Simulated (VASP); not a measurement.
# InSe (R3m) in VASP: single point with PBEsol+D3(BJ)

Aim: the single point of InSe with PBEsol+D3(BJ).

The COD entry that gives the cell may itself be a prediction, so a difference from it is no test against experiment.

Everything below comes from runs of VASP 6.6.1. Logs are shortened: lines on timing, memory, paths and dates and some standing lists are left out, and cuts for length are marked.

**What was measured.**

From “The Interaction of Hydrogen with the van der Waals Crystal γ-InSe”, 2020, pmc:7321205, for a bulk crystal of InSe at 300 K: band gap 1.25 eV.

The runs below are set against these values where they give the same quantity.

**1. The cell of the first run**

It takes space group R3m (No. 160, trigonal). The conventional cell has a = 4.000 Å, b = 4.000 Å, c = 24.950 Å, α = 90.00°, β = 90.00°, γ = 120.00°. Within 3.5 Å of In (site symmetry 3m) lie 3 Se at 2.64 Å and 1 In at 2.80 Å. Within 3.5 Å of In (site symmetry 3m) lie 3 Se at 2.64 Å and 1 In at 2.80 Å. Se (site symmetry 3m) has 3 In at 2.64 Å within 3.5 Å. Se (site symmetry 3m) has 3 In at 2.64 Å within 3.5 Å.

**2. Single point, PBEsol+D3(BJ)**

File INCAR:

```
SYSTEM = InSe
ALGO = Normal ; EDIFF = 1E-6
ENCUT = 520 ; GGA = PS
ISIF = 2 ; ISMEAR = 0
IVDW = 12 ; LASPH = .TRUE.
LCHARG = .FALSE. ; LREAL = .FALSE.
LWAVE = .FALSE. ; NBANDS = 27
NELM = 100 ; PREC = Accurate
SIGMA = 0.1
```

File KPOINTS:

```
k-points
0
G
  6 6 6
  0 0 0
```

File POSCAR:

```
InSe
1.0
    1.9999996503      1.1547003365      8.3166700000
   -1.9999996503      1.1547003365      8.3166700000
    0.0000000000     -2.3094006730      8.3166700000
In Se
2 2
Direct
    0.0000000000      0.0000000000      0.0000000000
    0.1122000000      0.1122000000      0.1122000000
    0.6155000000      0.6155000000      0.6155000000
    0.8300000000      0.8300000000      0.8300000000
```

Potentials or basis: VASP PAW PBE potentials, release 64 (In_d, Se).

Run with:

```console
> cat potpaw_PBE.64/In_d/POTCAR potpaw_PBE.64/Se/POTCAR > POTCAR
> mpirun -np 1 vasp_std > vasp.out
```

OUTCAR:

```text
SYSTEM = InSe
   EDIFF = 1E-6
   ENCUT = 520
   GGA = PS
   ISIF = 2
   ISMEAR = 0
   IVDW = 12
   LASPH = .TRUE.
   LREAL = .FALSE.
   NELM = 100
   PREC = Accurate
 IVDW          = 12

 ion  position               nearest neighbor table
   1  0.000  0.000  0.000-   3 2.64   3 2.64   3 2.64   2 2.80
   2  0.112  0.112  0.112-   4 2.64   4 2.64   4 2.64   1 2.80
   3  0.615  0.615  0.615-   1 2.64   1 2.64   1 2.64
   4  0.830  0.830  0.830-   2 2.64   2 2.64   2 2.64

  LATTYP: Found a trigonal (rhomboedric) cell.
 ALAT       =     8.6313574458
 COS(alpha) =     0.8926179648

  Lattice vectors:

 A1 = (   1.9999996503,   1.1547003365,   8.3166700000)
 A2 = (  -1.9999996503,   1.1547003365,   8.3166700000)
 A3 = (   0.0000000000,  -2.3094006730,   8.3166700000)

Analysis of symmetry for initial positions (statically):
=====================================================================
 Subroutine PRICEL returns:
 Original cell was already a primitive cell.

 Routine SETGRP: Setting up the symmetry group for a
 trigonal (rhombohedral) supercell.

 Subroutine GETGRP returns: Found  6 space group operations
 (whereof  6 operations were pure point group operations)
 out of a pool of 12 trial point group operations.

The static configuration has the point symmetry C_3v.

Analysis of symmetry for dynamics (positions and initial velocities):
=====================================================================
 Subroutine PRICEL returns:
 Original cell was already a primitive cell.

 Routine SETGRP: Setting up the symmetry group for a
 trigonal (rhombohedral) supercell.

 Subroutine GETGRP returns: Found  6 space group operations
 (whereof  6 operations were pure point group operations)
 out of a pool of 12 trial point group operations.

The dynamic configuration has the point symmetry C_3v.

 Subroutine INISYM returns: Found  6 space group operations
 (whereof  6 operations are pure point group operations),
 and found     1 'primitive' translations

----------------------------------------------------------------------------------------

                                     Primitive cell
[... 88 lines left out ...]
   ICHARG =      2    charge: 1-file 2-atom 10-const
   ISPIN  =      1    spin polarized calculation?
   LNONCOLLINEAR =      F non collinear calculations
   LSORBIT =      F    spin-orbit coupling
   LASPH  =      T    aspherical Exc in radial PAW
   ENCUT  =  520.0 eV  38.22 Ry    6.18 a.u.  16.05 16.05 16.05*2*pi/ulx,y,z
   NELM   =    100;   NELMIN=  2; NELMDL= -5     # of ELM steps
   EDIFF  = 0.1E-05   stopping-criterion for ELM
   LREAL  =      F    real-space projection
   EDIFFG = 0.1E-04   stopping-criterion for IOM
   NSW    =      0    number of steps for IOM
   IBRION =     -1    ionic relax: 0-MD 1-quasi-New 2-CG
   NFREE  =      0    steps in history (QN), initial steepest desc. (CG)
   ISIF   =      2    stress and relaxation
   ISYM   =      2    0-nonsym 1-usesym 2-fastsym
   POTIM  = 0.5000    time-step for ionic-motion
   TEBEG  =    0.0;   TEEND  =   0.0 temperature during run
   PSTRESS=    0.0 pullay stress
   NELECT =      38.0000    total number of electrons
   NUPDOWN=      -1.0000    fix difference up-down
   EMIN   =  10.00;   EMAX   =-10.00  energy-range for DOS
   EFERMI =   0.00;   METHOD = LEGACY
   ISMEAR =     0;   SIGMA  =   0.10  broadening in eV -4-tet -1-fermi 0-gaus
   EFERMI_NEDOS =   21; number of points for ismear=-14 and -15
   IALGO  =     38    algorithm
   IMIX   =      4    mixing-type and parameters
     AMIX     =   0.40;   BMIX     =  1.00
     AMIX_MAG =   1.60;   BMIX_MAG =  1.00
  volume/ion in A,a.u.               =      28.81       194.42
  Fermi-wavevector in a.u.,A,eV,Ry     =   1.131018  2.137313 17.404585  1.279201
  Thomas-Fermi vector in A             =   2.267716
   LORBIT       =      0    0 simple, 1 ext, 2 COOP (PROOUT), +10 PAW based schemes
   GGA     = PS    functional components
   LHFCALC =     F    Hartree Fock is set to
   AEXX    =    0.0000 exact exchange contribution
   IVDW    =    12    specifies the selected vdW correction
   LEPSILON=     F    determine dielectric tensor
   LRPA    =     F    only Hartree local field effects (RPA)
 non-spin polarized calculation
 Gauss-broadening in eV      SIGMA  =   0.10
  energy-cutoff  :      520.00
  volume of cell :      115.24
 maximum number of plane-waves:      3139
   NGX = 33   NGY = 33   NGZ = 33

 number of electron      37.9999996 magnetization

 Free energy of the ion-electron system (eV)
  ---------------------------------------------------
  ext. energy  EPLUGINS =         0.00000000
  ---------------------------------------------------
  free energy    TOTEN  =       -15.58768224 eV

  energy without entropy =      -15.58761131  energy(sigma->0) =      -15.58764677

 E-fermi :   4.2969     XC(G=0):  -9.1806

 val. band max:        4.1555623683   @ k =   0.5000   0.5000   0.5000
 cond. band min:       4.4381804733   @ k =   0.5000   0.5000   0.5000
 fundamental gap:      0.2826181050
 Fermi energy:         4.2968714910

 k-point     1 :       0.0000    0.0000    0.0000
  band No.  band energies     occupation
      1     -10.6269      2.00000
      2     -10.4416      2.00000
      3     -10.4416      2.00000
      4     -10.3611      2.00000
      5     -10.3611      2.00000
      6     -10.3442      2.00000
[... 709 lines left out ...]
     26      11.2134      0.00000
     27      11.6540      0.00000

 [... further k-points ...]

------------------------ aborting loop because EDIFF is reached ----------------------------------------

 Edisp (eV)   -1.17452

 E8    (eV) :    -0.8010

  FORCE on cell =-STRESS in cart. coord.  units (eV):
  Direction    XX          YY          ZZ          XY          YZ          ZX
  --------------------------------------------------------------------------------------
  -------------------------------------------------------------------------------------
  Total      -0.79684    -0.79684    -1.27481     0.00000    -0.00000     0.00000
  in kB     -11.07854   -11.07854   -17.72378     0.00000    -0.00000     0.00000
  external pressure =      -13.29 kB  Pullay stress =        0.00 kB

 VOLUME and BASIS-vectors are now :
 -----------------------------------------------------------------------------
  energy-cutoff  :      520.00
  volume of cell :      115.24
      direct lattice vectors                 reciprocal lattice vectors
     1.999999650  1.154700336  8.316670000     0.250000044  0.144337593  0.040080144
    -1.999999650  1.154700336  8.316670000    -0.250000044  0.144337593  0.040080144
     0.000000000 -2.309400673  8.316670000     0.000000000 -0.288675185  0.040080144

 POSITION                                       TOTAL-FORCE (eV/Angst)
 -----------------------------------------------------------------------------------
      0.00000      0.00000      0.00000         0.000000     -0.000000      0.159496
      0.00000      0.00000      2.79939         0.000000      0.000000     -0.160944
      0.00000      0.00000     15.35673         0.000000      0.000000     -0.027518
      0.00000      0.00000     20.70851         0.000000      0.000000      0.028966
 -----------------------------------------------------------------------------------
    total drift:                               -0.000000     -0.000000     -0.000238

  FREE ENERGIE OF THE ION-ELECTRON SYSTEM (eV)
  ---------------------------------------------------
  free  energy   TOTEN  =       -16.7622045221 eV

  energy  without entropy=      -16.7621335980  energy(sigma->0) =      -16.76216906
```

stdout:

```text
POSCAR found type information on POSCAR InSe
 POSCAR found :  2 types and       4 ions
 scaLAPACK will be used
 -----------------------------------------------------------------------------
|                                                                             |
|                                                                             |
|     You enforced a specific xc type in the INCAR file but a different       |
|     I HOPE YOU KNOW WHAT YOU ARE DOING!                                     |
|                                                                             |
 -----------------------------------------------------------------------------

 LDA part: xc-table for (Slater+PW92), standard interpolation
 POSCAR, INCAR and KPOINTS ok, starting setup
 FFT: planning ... GRIDC
 FFT: planning ... GRID_SOFT
 FFT: planning ... GRID
 WAVECAR not read
 entering main loop
```

Wall time 3.1 min (1 thread of Intel Xeon 6975P-C (Granite Rapids), shared host); peak memory 0.53 GiB.

What came out:

```
Free energy                : -16.7622 eV
Pressure                   : -1.3 GPa
Largest force              : 0.161 eV/Å
Band gap on the k mesh     : 0.28 eV, direct
Dispersion energy per atom : -0.294 eV
```

Forces on the atoms (eV/Å):
```
In   0.000  0.000  0.159
In   0.000  0.000 -0.161
Se   0.000  0.000 -0.028
Se   0.000  0.000  0.029
```

Levels at points of the mesh, in eV from the valence-band top:
```csv
k point,band 16,band 17,band 18,band 19,band 20,band 21,band 22,band 23
"(0.00, 0.00, 0.00)",-1.37,-1.37,-1.24,-1.24,1.68,1.97,4.29,4.29
"(0.50, 0.00, 0.00)",-2.49,-2.42,-2.26,-1.72,1.04,1.90,3.55,3.89
"(0.50, 0.50, 0.00)",-2.75,-2.59,-2.07,-1.56,1.02,1.90,3.18,3.44
"(0.50, 0.50, 0.50)",-1.44,-1.16,-1.16,0.00,0.28,2.04,4.20,4.20
```

Caveat: the PAW data sets were made with another functional, which shifts forces and pressure a little; spin-orbit coupling is left out, which moves the levels of the heavy elements.

**3. How close it comes**

Step 2. A measured gap of InSe is 1.25 eV (300 K; “The Interaction of Hydrogen with the van der Waals Crystal γ-InSe”, 2020, pmc:7321205); the calculated 0.28 eV misses it by -0.97 eV. Spin-orbit coupling on In, Se is left out. The value is that of PBEsol+D3(BJ) on a finite k mesh, which can miss the band edges, without temperature or zero-point motion. Semilocal functionals fall short of measured gaps as a rule.
